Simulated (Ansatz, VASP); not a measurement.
**LaFeGe in VASP and in Ansatz**

```xyz
3
Lattice="4.2318 0.0000 0.0000 -2.1159 3.6649 0.0000 0.0000 0.0000 4.2858" Properties=species:S:1:pos:R:3 pbc="T T T"
La    0.0000    0.0000    0.0000
Ge    2.1159    1.2216    2.1429
Fe    0.0000    2.4432    2.1429
```

Alike in both runs: task single point; functional PBE; k mesh 7 × 7 × 6; occupations fermi-dirac, width 0.05 eV; no spin polarisation.

|  | VASP | Ansatz |
| --- | --- | --- |
| version | VASP 6.6.1 | Ansatz 0.2.0 |
| potentials or method | VASP PAW PBE potentials, release 64 (La, Ge_d, Fe) | Ansatz PAW |
| plane-wave cutoff (eV) | 520 | 420 |
| valence electrons in the cell | 33 | 41 |

|  | VASP | Ansatz | Ansatz less VASP |
| --- | --- | --- | --- |
| gap on the k mesh at the Fermi level (eV) | none | none | - |
| pressure (GPa) | -3.9 | -3.9 | +0.07 |
| traceless stress, the component that is largest in VASP (GPa) | 1.43 | 1.53 | +0.105 |

A gap of «none» marks a metal or a gap that the smearing closes. VASP's potentials hold 33 valence electrons a cell and Ansatz's 41, so a difference there can come from the potentials and not from the codes.

Neither program's run includes spin-orbit coupling.
